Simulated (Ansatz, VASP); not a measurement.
## Cs in VASP and in Ansatz

Contents of INCAR:

```
PREC = Accurate ; ENCUT = 520
EDIFF = 1E-7 ; ISMEAR = 0
SIGMA = 0.001 ; LREAL = F
LASPH = T ; NELM = 80
ALGO = Normal ; ISIF = 2
LWAVE = F ; LCHARG = F
GGA = PE ; NBANDS = 10
```

The input KPOINTS:

```
Automatic mesh
0
Gamma
  11 11 11
```

POSCAR

```
Cs
1.0
    4.9709918362      0.0000000000      0.0000000000
    0.0000000000      4.9709918362      0.0000000000
    0.0000000000      0.0000000000      5.0212038749
Cs
1
Direct
    0.0000000000      0.0000000000      0.0000000000
```

Input for Ansatz:

```yaml
crystal:
  lattice:
    - [4.9709918362, 0.0, 0.0]
    - [0.0, 4.9709918362, 0.0]
    - [0.0, 0.0, 5.0212038749]
  atoms:
    - { symbol: Cs, position: [0.0, 0.0, 0.0] }
kpoints:
  mp_grid: { grid: [11, 11, 11] }
scf:
  occupations: { method: gaussian, width: 0.001 }
hamiltonian:
  xc: pbe
  pseudopotentials: { kind: all_electron, lapw: { basis_error: 0.0005 } }
output:
  forces: true
  stress: true
  eigenvalues: true
accuracy: medium
```

Alike in both runs: task single point; functional PBE; k mesh 11 × 11 × 11; occupations gaussian, width 0.001 eV; no spin polarisation.

|  | VASP | Ansatz |
| --- | --- | --- |
| version | VASP 6.6.1 | Ansatz 0.2.0 |
| potentials or method | VASP PAW PBE potentials, release 64 (Cs_sv), cutoff 520 eV | all-electron LAPW, scalar-relativistic |

```csv
,VASP,Ansatz,Ansatz less VASP
gap on the k mesh at the Fermi level (eV),none,none,-
pressure (GPa),0.1,0.1,+0.01
```

A gap of «none» marks a metal or a gap that the smearing closes. Ansatz ran all-electron here, and VASP with PAW potentials.

Spin-orbit coupling is off throughout.
